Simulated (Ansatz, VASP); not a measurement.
**Nb3N2: VASP beside Ansatz**

```
Nb N
1.0
    -1.53787    2.20224    4.60784
     1.53787   -2.20224    4.60784
     1.53787    2.20224   -4.60784
Nb N
3 2
Direct
  0.16492 0.66492 0.50000
  0.83508 0.33508 0.50000
  0.50000 0.00000 0.50000
  0.33297 0.33297 0.00000
  0.66703 0.66703 0.00000
```

Alike in both runs: task single point; functional PBE; k mesh 12 × 12 × 12; occupations gaussian, width 0.1 eV; no spin polarisation.

|  | VASP | Ansatz |
| --- | --- | --- |
| version | VASP 6.6.1 | Ansatz 0.2.0 |
| potentials or method | VASP PAW PBE potentials, release 64 (Nb_sv, N), cutoff 520 eV | scalar-relativistic, plane waves, PAW |
| valence electrons in the cell | 49 | 49 |

Ansatz gave:

```
gap on the k mesh at the Fermi level (eV) : none
pressure (GPa)                            : 0.0
rms of the force components (eV/Å)        : 0.001
```

Problem. Estimate VASP's values.

Solution. gap on the k mesh at the Fermi level (eV): none; pressure (GPa): -0.5; rms of the force components (eV/Å): 0.003.

Atom by atom the forces differ by 0.003 eV/Å (rms over components). A gap of «none» marks a metal or a gap that the smearing closes.
